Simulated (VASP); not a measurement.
Au, 2 atoms in the cell. The typed cell holds 2 atoms: a = 2.900 Å, b = 2.900 Å, c = 4.880 Å, α = 90.00°, β = 90.00°, γ = 120.00°.  This cell differs from its parent crystal: atoms moved at random.

| Property | Result |
| --- | --- |
| Program | VASP 6.6.1 |
| Task | single point |
| Functional | PBEsol |
| Potentials or basis | VASP PAW PBE potentials, release 64 (Au) |
| Cutoff | 520 eV |
| k mesh | 11 × 11 × 6 |
| Occupations | fermi-dirac, width 0.05 eV |
| Spin | no spin polarisation |
| Dipole correction | no |
| Further INCAR settings | ALGO = Fast; EDIFF = 1e-07; NBANDS = 18 |

Potentials or basis: VASP PAW PBE potentials, release 64 (Au).

Launch:

```console
$ cat potpaw_PBE.64/Au/POTCAR > POTCAR
$ mpirun -np 1 vasp_std > vasp.out
```

Hardware: 1 thread of Intel Xeon 8259CL (shared host).

Problem. How long does it take, and how much memory?

Solution. It took 3.4 min on 1 thread of Intel Xeon 8259CL, with other jobs on the host, peak memory 0.31 GiB. Counts: scf iterations 13, k points 364.
